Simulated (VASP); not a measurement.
Runs of VASP 6.6.1 on TiCo3. The structure is that of space group Pm-3m (No. 221), or close to it. The cells are those of the table. 

```csv
task,spin,cell,k mesh,cutoff (eV),gap on the mesh (eV),pressure (GPa),moment (μB)
single point,"collinear, ferrimagnetic start","a = 3.549 Å, 4 atoms",6 × 6 × 6,520,none,(a),1.32
single point,"collinear, ferrimagnetic start","a = 3.528 Å, 4 atoms",12 × 12 × 12,520,none,-0.7,0.69
relaxation of cell and atoms,"collinear, ferrimagnetic start","relaxed from a = 3.614 Å, 4 atoms",6 × 6 × 6,600,none,-0.4,(b)
single point,"collinear, ferromagnetic start","a = 3.518 Å, 4 atoms",12 × 12 × 12,520,none,1.3,0.62
single point,"collinear, ferromagnetic start","a = 3.597 Å, 4 atoms",12 × 12 × 12,520,none,-8.2,0.48
single point,"collinear, ferromagnetic start","a = 3.528 Å, 4 atoms",12 × 12 × 12,520,none,-0.7,0.69
single point,"collinear, ferromagnetic start","a = 3.563 Å, 4 atoms",12 × 12 × 12,520,none,-7.0,(c)
```

Alike in all rows: level PBEsol; potentials or basis VASP PAW PBE potentials, release 64 (Ti_sv, Co); smearing gaussian 0.1 eV.

Estimate the missing entries.

(a) -3.7; (b) 0.00; (c) 0.96.

Caveats: the PAW data sets were made with another functional, which shifts forces and pressure a little.

A gap of «none» marks levels without a gap at the run's occupations.
